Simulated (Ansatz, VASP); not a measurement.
# One calculation of Rh, two programs

File POSCAR:

```
Rh
1.0
    0.0000000000      1.8999666571      1.8999666571
    1.8999666571      0.0000000000      1.8999666571
    1.8999666571      1.8999666571      0.0000000000
Rh
1
Direct
    0.0000000000      0.0000000000      0.0000000000
```

File INCAR.step1:

```
SYSTEM = Rh
PREC = Accurate
ENCUT = 600
ISMEAR = -1
SIGMA = 0.15
LREAL = .False.
LASPH = .True.
NELM = 100
GGA = PE
ALGO = Normal
EDIFF = 1E-4
LWAVE = .True.
LCHARG = .False.
```

File INCAR.step2:

```
SYSTEM = Rh
PREC = Accurate
ENCUT = 600
EDIFF = 1E-6
ISMEAR = -1
SIGMA = 0.15
LREAL = .False.
LASPH = .True.
NELM = 100
ALGO = Normal
ISIF = 3
LWAVE = .False.
LCHARG = .False.
METAGGA = R2SCAN
LMIXTAU = .True.
IBRION = 2
NSW = 80
EDIFFG = -0.001
ISTART = 1
```

File KPOINTS:

```
Automatic mesh
0
Gamma
  24 24 24
  0 0 0
```

Input for Ansatz:

```yaml
crystal:
  lattice:
    - [0.0, 1.8999666571, 1.8999666571]
    - [1.8999666571, 0.0, 1.8999666571]
    - [1.8999666571, 1.8999666571, 0.0]
  atoms:
    - { symbol: Rh, position: [0.0, 0.0, 0.0] }
basis:
  ecutwfc: 600.0
kpoints:
  mp_grid: { grid: [24, 24, 24] }
hamiltonian:
  xc: r2scan
  pseudopotentials: { kind: paw, azcp: { folder: soft_1 } }
scf:
  occupations: { method: fermi_dirac, width: 0.15 }
output:
  forces: true
  stress: true
  eigenvalues: true
relax:
  adjacent_minimum: "off"
  f_tol: 0.001
  max_steps: 60
  cell: { stress_tol: 0.01 }
```

Alike in both runs: task relaxation of cell and atoms; functional r2SCAN; k mesh 24 × 24 × 24; occupations fermi-dirac, width 0.15 eV; no spin polarisation.

```csv
,VASP,Ansatz
version,VASP 6.6.1,Ansatz 0.2.0
potentials or method,"VASP PAW PBE potentials, release 64 (Rh_pv), cutoff 600 eV","scalar-relativistic, plane waves, PAW"
valence electrons in the cell,15,17
```

Ansatz gave:

```
gap on the k mesh at the Fermi level, each at its own relaxed structure (eV) : none
relaxed volume (Å³/atom)                                                     : 13.76
relaxed length of the cell vector where the two differ most in proportion (Å)              : 2.690
```

Problem. Which values does VASP return?

Solution. gap on the k mesh at the Fermi level, each at its own relaxed structure (eV): none; relaxed volume (Å³/atom): 13.82; relaxed length of the cell vector where the two differ most in proportion (Å): 2.693.

VASP's potentials were made for PBE, not for r2SCAN. A gap of «none» marks a metal or a gap that the smearing closes. VASP's potentials hold 15 valence electrons a cell and Ansatz's 17, so a difference there can come from the potentials and not from the codes.
